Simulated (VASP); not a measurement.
# W (Fm-3m) in VASP: notebook

The runs below take W through electric field gradients, density of states, with PBE.

Program: VASP 6.6.1. These are calculated values, not measurements. Logs are shortened: lines on timing, memory, paths and dates and some standing lists are left out, and cuts for length are marked.

### 1 The cell of the first run

It takes space group Fm-3m (No. 225, cubic). The conventional cell has a = 4.060 Å, b = 4.060 Å, c = 4.060 Å, α = 90.00°, β = 90.00°, γ = 90.00°. Within 3.8 Å of W (site symmetry m-3m) lie 12 W at 2.87 Å.

### 2 Electric field gradients, PBE

File INCAR:

```
SYSTEM = W
PREC = Accurate
ENCUT = 520
EDIFF = 1E-8
ISMEAR = -1
SIGMA = 0.05
LREAL = .FALSE.
LASPH = .TRUE.
NELM = 100
ALGO = Normal
ISIF = 2
LWAVE = .FALSE.
LCHARG = .FALSE.
GGA = PE
LEFG = .TRUE.
NBANDS = 13
```

File KPOINTS:

```
regular mesh
0
G
  14 14 14
  0 0 0
```

File POSCAR:

```
W
1.0
    0.0000000000      2.0300000000      2.0300000000
    2.0300000000      0.0000000000      2.0300000000
    2.0300000000      2.0300000000      0.0000000000
W
1
Direct
    0.0000000000      0.0000000000      0.0000000000
```

Potentials or basis: VASP PAW PBE potentials, release 64 (W_sv).

Started as:

```bash
cat potpaw_PBE.64/W_sv/POTCAR > POTCAR
mpirun -np 1 vasp_std > vasp.out
```

OUTCAR:

```text
SYSTEM = W
   PREC = Accurate
   ENCUT = 520
   EDIFF = 1E-8
   ISMEAR = -1
   LREAL = .FALSE.
   LASPH = .TRUE.
   NELM = 100
   ISIF = 2
   GGA = PE

 ion  position               nearest neighbor table
   1  0.000  0.000  0.000-

  LATTYP: Found a face centered cubic cell.
 ALAT       =     4.0600000000

  Lattice vectors:

 A1 = (   0.0000000000,   2.0300000000,   2.0300000000)
 A2 = (   2.0300000000,   0.0000000000,   2.0300000000)
 A3 = (   2.0300000000,   2.0300000000,   0.0000000000)

Analysis of symmetry for initial positions (statically):
=====================================================================
 Subroutine PRICEL returns:
 Original cell was already a primitive cell.

 Routine SETGRP: Setting up the symmetry group for a
 face centered cubic supercell.

 Subroutine GETGRP returns: Found 48 space group operations
 (whereof 48 operations were pure point group operations)
 out of a pool of 48 trial point group operations.

The static configuration has the point symmetry O_h .

Analysis of symmetry for dynamics (positions and initial velocities):
=====================================================================
 Subroutine PRICEL returns:
 Original cell was already a primitive cell.

 Routine SETGRP: Setting up the symmetry group for a
 face centered cubic supercell.

 Subroutine GETGRP returns: Found 48 space group operations
 (whereof 48 operations were pure point group operations)
 out of a pool of 48 trial point group operations.

The dynamic configuration has the point symmetry O_h .

 Subroutine INISYM returns: Found 48 space group operations
 (whereof 48 operations are pure point group operations),
 and found     1 'primitive' translations

----------------------------------------------------------------------------------------

                                     Primitive cell

  volume of cell :      16.7309

  direct lattice vectors                    reciprocal lattice vectors
     0.000000000  2.030000000  2.030000000    -0.246305419  0.246305419  0.246305419
     2.030000000  0.000000000  2.030000000     0.246305419 -0.246305419  0.246305419
     2.030000000  2.030000000  0.000000000     0.246305419  0.246305419 -0.246305419

  length of vectors
     2.870853532  2.870853532  2.870853532     0.426613499  0.426613499  0.426613499

  position of ions in fractional coordinates (direct lattice)
     0.000000000  0.000000000  0.000000000

  ion indices of the primitive-cell ions
   primitive index   ion index
                 1           1

----------------------------------------------------------------------------------------

 KPOINTS: regular mesh

Automatic generation of k-mesh.
 Grid dimensions read from file:
 generate k-points for:   14   14   14

 Generating k-lattice:

  Cartesian coordinates                     Fractional coordinates (reciprocal lattice)
    -0.017593244  0.017593244  0.017593244     0.071428571  0.000000000  0.000000000
     0.017593244 -0.017593244  0.017593244     0.000000000  0.071428571  0.000000000
     0.017593244  0.017593244 -0.017593244     0.000000000  0.000000000  0.071428571

  Length of vectors
     0.030472393  0.030472393  0.030472393

  Shift w.r.t. Gamma in fractional coordinates (k-lattice)
     0.000000000  0.000000000  0.000000000

 Subroutine IBZKPT returns following result:
 ===========================================

 Found    104 irreducible k-points:

 Following reciprocal coordinates:
            Coordinates               Weight
  0.000000  0.000000  0.000000      1.000000
  0.071429  0.000000  0.000000      8.000000
  0.142857  0.000000  0.000000      8.000000
  0.214286  0.000000  0.000000      8.000000
  0.285714  0.000000  0.000000      8.000000
  0.357143  0.000000  0.000000      8.000000
[... 16 lines left out ...]
  0.214286  0.142857  0.000000     24.000000
  0.285714  0.142857  0.000000     24.000000
 [... further k-points ...]
   k-points           NKPTS =    104   k-points in BZ     NKDIM =    104   number of bands    NBANDS=     13
   number of dos      NEDOS =    301   number of ions     NIONS =      1
   total plane-waves  NPLWV =  13824
   dimension x,y,z NGX =    24 NGY =   24 NGZ =   24
   dimension x,y,z NGXF=    48 NGYF=   48 NGZF=   48
   ions per type =               1
   NGX,Y,Z   is equivalent  to a cutoff of  13.90, 13.90, 13.90 a.u.
   NGXF,Y,Z  is equivalent  to a cutoff of  27.80, 27.80, 27.80 a.u.
 SYSTEM =  W
   PREC   = accura    normal or accurate (medium, high low for compatibility)
   ISTART =      0    job   : 0-new  1-cont  2-samecut
   ICHARG =      2    charge: 1-file 2-atom 10-const
   ISPIN  =      1    spin polarized calculation?
   LNONCOLLINEAR =      F non collinear calculations
   LSORBIT =      F    spin-orbit coupling
   LASPH  =      T    aspherical Exc in radial PAW
   ENCUT  =  520.0 eV  38.22 Ry    6.18 a.u.   5.34  5.34  5.34*2*pi/ulx,y,z
   NELM   =    100;   NELMIN=  2; NELMDL= -5     # of ELM steps
   EDIFF  = 0.1E-07   stopping-criterion for ELM
   LREAL  =      F    real-space projection
   EDIFFG = 0.1E-06   stopping-criterion for IOM
   NSW    =      0    number of steps for IOM
   IBRION =     -1    ionic relax: 0-MD 1-quasi-New 2-CG
   NFREE  =      0    steps in history (QN), initial steepest desc. (CG)
   ISIF   =      2    stress and relaxation
   ISYM   =      2    0-nonsym 1-usesym 2-fastsym
   POTIM  = 0.5000    time-step for ionic-motion
   TEBEG  =    0.0;   TEEND  =   0.0 temperature during run
   PSTRESS=    0.0 pullay stress
   NELECT =      14.0000    total number of electrons
   NUPDOWN=      -1.0000    fix difference up-down
   EMIN   =  10.00;   EMAX   =-10.00  energy-range for DOS
   EFERMI =   0.00;   METHOD = LEGACY
   ISMEAR =    -1;   SIGMA  =   0.05  broadening in eV -4-tet -1-fermi 0-gaus
   EFERMI_NEDOS =   21; number of points for ismear=-14 and -15
   IALGO  =     38    algorithm
   IMIX   =      4    mixing-type and parameters
     AMIX     =   0.40;   BMIX     =  1.00
     AMIX_MAG =   1.60;   BMIX_MAG =  1.00
  volume/ion in A,a.u.               =      16.73       112.91
  Fermi-wavevector in a.u.,A,eV,Ry     =   1.542688  2.915258 32.380324  2.379887
  Thomas-Fermi vector in A             =   2.648457
   LORBIT       =      0    0 simple, 1 ext, 2 COOP (PROOUT), +10 PAW based schemes
   GGA     = PE    functional components
   LHFCALC =     F    Hartree Fock is set to
   AEXX    =    0.0000 exact exchange contribution
   IVDW    =     0    specifies the selected vdW correction
   LEPSILON=     F    determine dielectric tensor
   LRPA    =     F    only Hartree local field effects (RPA)
 non-spin polarized calculation
  energy-cutoff  :      520.00
  volume of cell :       16.73
 maximum number of plane-waves:       464
 NGX is ok and might be reduce to    24
   NGX = 11   NGY = 11   NGZ = 11

 number of electron      14.0000002 magnetization

 Free energy of the ion-electron system (eV)
  ---------------------------------------------------
  ext. energy  EPLUGINS =         0.00000000
  ---------------------------------------------------
  free energy    TOTEN  =       -12.47405982 eV

  energy without entropy =      -12.46338886  energy(sigma->0) =      -12.46872434

 E-fermi :  10.2124     XC(G=0): -13.3283

 val. band max:       10.2083712668   @ k =   0.2143   0.0714   0.0000
 cond. band min:      10.2251638059   @ k =  -0.1429   0.0714   0.0000
 fundamental gap:      0.0167925391
 Fermi energy:        10.2123759404

 k-point     1 :       0.0000    0.0000    0.0000
  band No.  band energies     occupation
      1     -63.4851      2.00000
      2     -27.1395      2.00000
      3     -27.1395      2.00000
      4     -27.1395      2.00000
      5       1.3351      2.00000
      6       9.6920      1.99994
      7       9.6920      1.99994
      8       9.6920      1.99994
      9      12.7316      0.00000
     10      12.7316      0.00000
     11      22.9875      0.00000
     12      28.1114      0.00000
     13      28.1114      0.00000

 k-point     2 :       0.0714    0.0000    0.0000
  band No.  band energies     occupation
      1     -63.4803      2.00000
      2     -27.1961      2.00000
      3     -27.1468      2.00000
      4     -27.1468      2.00000
      5       1.5536      2.00000
      6       9.5247      2.00000
      7       9.7932      1.99954
      8       9.7932      1.99954
      9      12.6410      0.00000
     10      12.6410      0.00000
     11      23.4240      0.00000
[... 339 lines left out ...]
 k-point    24 :       0.2857    0.1429    0.0000
  band No.  band energies     occupation
      1     -63.4275      2.00000
      2     -27.6851      2.00000
      3     -27.2876      2.00000
      4     -27.2765      2.00000
      5       4.0158      2.00000
      6       7.9967      2.00000
      7       9.8880      1.99696
      8      10.8243      0.00001
      9      12.1602      0.00000
     10      13.7563      0.00000
     11      24.7023      0.00000
     12      27.5982      0.00000
     13      29.7760      0.00000

 [... further k-points ...]
[... 5 lines left out ...]
  --------------------------------------------------------------------------------------
  -------------------------------------------------------------------------------------
  Total       -0.4430640     -0.4430640     -0.4430640     -0.0000000      0.0000000      0.0000000
  in kB      -42.4286253    -42.4286253    -42.4286253     -0.0000000      0.0000000      0.0000000
  external PRESSURE =     -42.4286253 kB  Pullay stress =       0.0000000 kB

 VOLUME and BASIS-vectors are now :
 -----------------------------------------------------------------------------
  energy-cutoff  :      520.00
  volume of cell :       16.73
      direct lattice vectors                 reciprocal lattice vectors
     0.000000000  2.030000000  2.030000000    -0.246305419  0.246305419  0.246305419
     2.030000000  0.000000000  2.030000000     0.246305419 -0.246305419  0.246305419
     2.030000000  2.030000000  0.000000000     0.246305419  0.246305419 -0.246305419

 POSITION                                       TOTAL-FORCE (eV/Angst)
 -----------------------------------------------------------------------------------
      0.00000      0.00000      0.00000         0.000000     -0.000000     -0.000000
 -----------------------------------------------------------------------------------
    total drift:                               -0.000000      0.000000      0.000000

  FREE ENERGIE OF THE ION-ELECTRON SYSTEM (eV)
  ---------------------------------------------------
  free  energy   TOTEN  =       -12.4740598197 eV

  energy  without entropy=      -12.4633888595  energy(sigma->0) =      -12.46872434

 Electric field gradients (V/A^2)
---------------------------------------------------------------------
 ion       V_xx      V_yy      V_zz      V_xy      V_xz      V_yz
---------------------------------------------------------------------
   1       0.000     0.000     0.000    -0.000    -0.000    -0.000
---------------------------------------------------------------------

 Electric field gradients after diagonalization (V/A^2)
 (convention: |V_zz| > |V_xx| > |V_yy|)
----------------------------------------------------------------------
 ion       V_xx      V_yy      V_zz     asymmetry (V_yy - V_xx)/ V_zz
----------------------------------------------------------------------
   1       0.000     0.000    -0.001       0.000
----------------------------------------------------------------------

           NMR quadrupolar parameters

 Cq : quadrupolar parameter    Cq=e*Q*V_zz/h
 eta: asymmetry parameters     (V_yy - V_xx)/ V_zz
 Q  : nuclear electric quadrupole moment in mb (millibarn)
----------------------------------------------------------------------
 ion       Cq(MHz)       eta       Q (mb)
----------------------------------------------------------------------
   1      -0.000       0.000       1.000
----------------------------------------------------------------------
```

It took 11 s on 1 thread of Intel Xeon Platinum 8488C (Sapphire Rapids), shared host; peak memory 0.15 GiB.

What came out:

```
Free energy            : -12.4741 eV
Pressure               : -4.2 GPa
Band gap on the k mesh : zero (band 7 reaches 13.17 eV, above the bottom of band 8 at 9.69 eV)
```

Levels at points of the mesh, in eV from the Fermi level:
```tsv
k point	band 5	band 6	band 7	band 8	band 9	band 10
(0.00, 0.00, 0.00)	-8.88	-0.52	-0.52	-0.52	2.52	2.52
(0.50, 0.00, 0.00)	-5.48	-0.73	-0.73	0.59	4.92	4.92
(0.50, 0.50, 0.00)	-5.34	-4.38	2.96	4.89	5.63	5.63
```

Caveat: without QUAD_EFG the Cq values of the log hold for a quadrupole moment of 1 mb, not for the nuclei; spin-orbit coupling is left out, which moves the levels of the heavy elements.

### 3 Electric field gradients, PBE (volume scaled by 1.025)

File INCAR:

```
SYSTEM = W
ALGO = Normal ; EDIFF = 1E-8
ENCUT = 520 ; GGA = PE
ISIF = 2 ; ISMEAR = -1
LASPH = .TRUE. ; LCHARG = .FALSE.
LEFG = .TRUE. ; LREAL = .FALSE.
LWAVE = .FALSE. ; NBANDS = 13
NELM = 60 ; PREC = Accurate
SIGMA = 0.05
```

File KPOINTS:

```
k-points
0
G
  14 14 14
  0 0 0
```

File POSCAR:

```
W
1.0
    0.0000000000      2.0467776204      2.0467776204
    2.0467776204      0.0000000000      2.0467776204
    2.0467776204      2.0467776204      0.0000000000
W
1
Direct
    0.0000000000      0.0000000000      0.0000000000
```

Potentials or basis: VASP PAW PBE potentials, release 64 (W_sv).

Started as:

```bash
cat potpaw_PBE.64/W_sv/POTCAR > POTCAR
mpirun -np 1 vasp_std > vasp.out
```

OUTCAR:

```text
SYSTEM = W
   EDIFF = 1E-8
   ENCUT = 520
   GGA = PE
   ISIF = 2
   ISMEAR = -1
   LASPH = .TRUE.
   LREAL = .FALSE.
   NELM = 60
   PREC = Accurate

 ion  position               nearest neighbor table
   1  0.000  0.000  0.000-

  LATTYP: Found a face centered cubic cell.
 ALAT       =     4.0935552408

  Lattice vectors:

 A1 = (   0.0000000000,   2.0467776204,   2.0467776204)
 A2 = (   2.0467776204,   0.0000000000,   2.0467776204)
 A3 = (   2.0467776204,   2.0467776204,   0.0000000000)

Analysis of symmetry for initial positions (statically):
=====================================================================
 Subroutine PRICEL returns:
 Original cell was already a primitive cell.

 Routine SETGRP: Setting up the symmetry group for a
 face centered cubic supercell.
[... 565 lines left out ...]
  in kB     -105.2266193   -105.2266193   -105.2266193      0.0000000     -0.0000000      0.0000000
  external PRESSURE =    -105.2266193 kB  Pullay stress =       0.0000000 kB

 VOLUME and BASIS-vectors are now :
 -----------------------------------------------------------------------------
  energy-cutoff  :      520.00
  volume of cell :       17.15
      direct lattice vectors                 reciprocal lattice vectors
     0.000000000  2.046777620  2.046777620    -0.244286431  0.244286431  0.244286431
     2.046777620  0.000000000  2.046777620     0.244286431 -0.244286431  0.244286431
     2.046777620  2.046777620  0.000000000     0.244286431  0.244286431 -0.244286431

 POSITION                                       TOTAL-FORCE (eV/Angst)
 -----------------------------------------------------------------------------------
      0.00000      0.00000      0.00000         0.000000      0.000000      0.000000
 -----------------------------------------------------------------------------------
    total drift:                               -0.000000      0.000000      0.000000

  FREE ENERGIE OF THE ION-ELECTRON SYSTEM (eV)
  ---------------------------------------------------
  free  energy   TOTEN  =       -12.4548163111 eV

  energy  without entropy=      -12.4436141902  energy(sigma->0) =      -12.44921525

 Electric field gradients (V/A^2)
---------------------------------------------------------------------
 ion       V_xx      V_yy      V_zz      V_xy      V_xz      V_yz
---------------------------------------------------------------------
   1      -0.000     0.000     0.000    -0.000    -0.000    -0.000
---------------------------------------------------------------------

 Electric field gradients after diagonalization (V/A^2)
 (convention: |V_zz| > |V_xx| > |V_yy|)
----------------------------------------------------------------------
 ion       V_xx      V_yy      V_zz     asymmetry (V_yy - V_xx)/ V_zz
----------------------------------------------------------------------
   1       0.000     0.000    -0.001       0.000
----------------------------------------------------------------------

           NMR quadrupolar parameters

 Cq : quadrupolar parameter    Cq=e*Q*V_zz/h
 eta: asymmetry parameters     (V_yy - V_xx)/ V_zz
 Q  : nuclear electric quadrupole moment in mb (millibarn)
----------------------------------------------------------------------
 ion       Cq(MHz)       eta       Q (mb)
----------------------------------------------------------------------
   1      -0.000       0.000       1.000
----------------------------------------------------------------------
```

OSZICAR:

```text
N       E                     dE             d eps       ncg     rms          rms(c)
DAV:   1     0.854274780860E+02    0.85427E+02   -0.74323E+03  2712   0.120E+03
DAV:   2    -0.114086958748E+02   -0.96836E+02   -0.93016E+02  3004   0.315E+02
DAV:   3    -0.131131777691E+02   -0.17045E+01   -0.16934E+01  2999   0.405E+01
DAV:   4    -0.131212358809E+02   -0.80581E-02   -0.80567E-02  3034   0.305E+00
DAV:   5    -0.131213088094E+02   -0.72928E-04   -0.72928E-04  3039   0.277E-01    0.175E+01
DAV:   6    -0.125858434395E+02    0.53547E+00   -0.47770E-01  2864   0.901E+00    0.647E+00
DAV:   7    -0.124590890667E+02    0.12675E+00   -0.21846E-01  2999   0.573E+00    0.672E-01
DAV:   8    -0.124549685355E+02    0.41205E-02   -0.41999E-03  2729   0.840E-01    0.101E-01
DAV:   9    -0.124548159494E+02    0.15259E-03   -0.17815E-04  3049   0.154E-01    0.346E-02
DAV:  10    -0.124548158430E+02    0.10643E-06   -0.13211E-05  2884   0.457E-02    0.261E-03
DAV:  11    -0.124548164535E+02   -0.61059E-06   -0.25334E-07  2874   0.605E-03    0.508E-04
DAV:  12    -0.124548162884E+02    0.16512E-06   -0.48537E-09  2192   0.919E-04    0.680E-05
DAV:  13    -0.124548163085E+02   -0.20074E-07   -0.54819E-10  1482   0.321E-04    0.246E-05
DAV:  14    -0.124548163111E+02   -0.25866E-08   -0.84682E-11  1427   0.134E-04
   1 F= -.12454816E+02 E0= -.12449215E+02  d E =-.112021E-01
```

stdout:

```text
POSCAR found type information on POSCAR W
 POSCAR found :  1 types and       1 ions
 scaLAPACK will be used
 LDA part: xc-table for (Slater+PW92), standard interpolation
 POSCAR, INCAR and KPOINTS ok, starting setup
 FFT: planning ... GRIDC
 FFT: planning ... GRID_SOFT
 FFT: planning ... GRID
 WAVECAR not read
 entering main loop
ion   1
```

It took 11 s on 1 thread of Intel Xeon Platinum 8488C (Sapphire Rapids), shared host; peak memory 0.15 GiB.

What came out:

```
Free energy            : -12.4548 eV
Pressure               : -10.5 GPa
Band gap on the k mesh : zero (band 7 reaches 12.71 eV, above the bottom of band 8 at 9.39 eV)
```

Levels at points of the mesh, in eV from the Fermi level:
```
           k point  band 4  band 5  band 6  band 7  band 8  band 9  band 10  band 11
(0.00, 0.00, 0.00)  -37.43   -8.75   -0.50   -0.50   -0.50    2.44     2.44    12.74
(0.50, 0.00, 0.00)  -37.57   -5.36   -0.70   -0.70    0.52    4.75     4.75     9.65
(0.50, 0.50, 0.00)  -37.79   -5.17   -4.24    2.83    4.72    5.43     5.43    11.38
```

Caveat: without QUAD_EFG the Cq values of the log hold for a quadrupole moment of 1 mb, not for the nuclei; spin-orbit coupling is left out, which moves the levels of the heavy elements.

[end of part 1 of 3]
